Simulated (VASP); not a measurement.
The system is Sc.

```
CELL_PARAMETERS angstrom
3.32807 0.00000 0.00000
-1.66404 2.88219 0.00000
0.00000 0.00000 5.21215
ATOMIC_POSITIONS crystal
Sc 0.33333 0.66667 0.25000
Sc 0.66667 0.33333 0.75000
```

Base run:

| Quantity | Value |
| --- | --- |
| Program | VASP 6.6.1 |
| Functional | r2SCAN |
| Potentials or basis | VASP PAW PBE potentials, release 64 (Sc_sv) |
| Cutoff | 520 eV |
| k mesh | 9 × 9 × 5 |
| Occupations | fermi-dirac, width 0.1 eV |
| Spin | no spin polarisation |

Its results: band gap on the k mesh zero (bands 11 and 12 overlap by 1.27 eV); pressure 0.2 GPa.

Q: The run is repeated on the same cell with these changes: k mesh from 9 × 9 × 5 to 3 × 3 × 2. What comes out?

A: Band gap on the k mesh zero (bands 11 and 12 overlap by 1.52 eV); pressure -0.3 GPa.

Caveats: some runs use coarse meshes; the PAW data sets were made with another functional, which shifts forces and pressure a little.
